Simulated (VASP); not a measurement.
A run of VASP 6.6.1 is set up as follows.

File POSCAR:

```
La
1.0
   -2.1308870390      2.1308870390      2.1308870390
    2.1308870390     -2.1308870390      2.1308870390
    2.1308870390      2.1308870390     -2.1308870390
La
1
Direct
    0.0000000000      0.0000000000      0.0000000000
```

File INCAR.step1:

```
SYSTEM = La
PREC = Accurate ; ENCUT = 520
ISMEAR = -1 ; SIGMA = 0.1
LREAL = .FALSE. ; LASPH = .TRUE.
NELM = 60 ; NBANDS = 12
GGA = PE ; ALGO = Normal
EDIFF = 1E-4 ; LWAVE = .TRUE.
LCHARG = .FALSE.
```

Contents of INCAR.step2:

```
SYSTEM = La
PREC = Accurate ; ENCUT = 520
EDIFF = 1E-6 ; ISMEAR = -1
SIGMA = 0.1 ; LREAL = .FALSE.
LASPH = .TRUE. ; NELM = 60
ALGO = Normal ; ISIF = 2
LWAVE = .FALSE. ; LCHARG = .FALSE.
METAGGA = R2SCAN ; LMIXTAU = .TRUE.
NBANDS = 12 ; ISTART = 1
```

The input KPOINTS:

```
regular mesh
0
G
  8 8 8
  0 0 0
```

Potentials or basis: VASP PAW PBE potentials, release 64 (La).

Launch:

```bash
$ cat potpaw_PBE.64/La/POTCAR > POTCAR
$ cp INCAR.step1 INCAR
$ mpirun -np 1 vasp_std > vasp.out
$ cp INCAR.step2 INCAR
$ mpirun -np 1 vasp_std > vasp.out
```

**Question.** Estimate the pressure.

**Answer.** -0.3 GPa.

Caveat: the PAW data sets were made with another functional, which shifts forces and pressure a little.
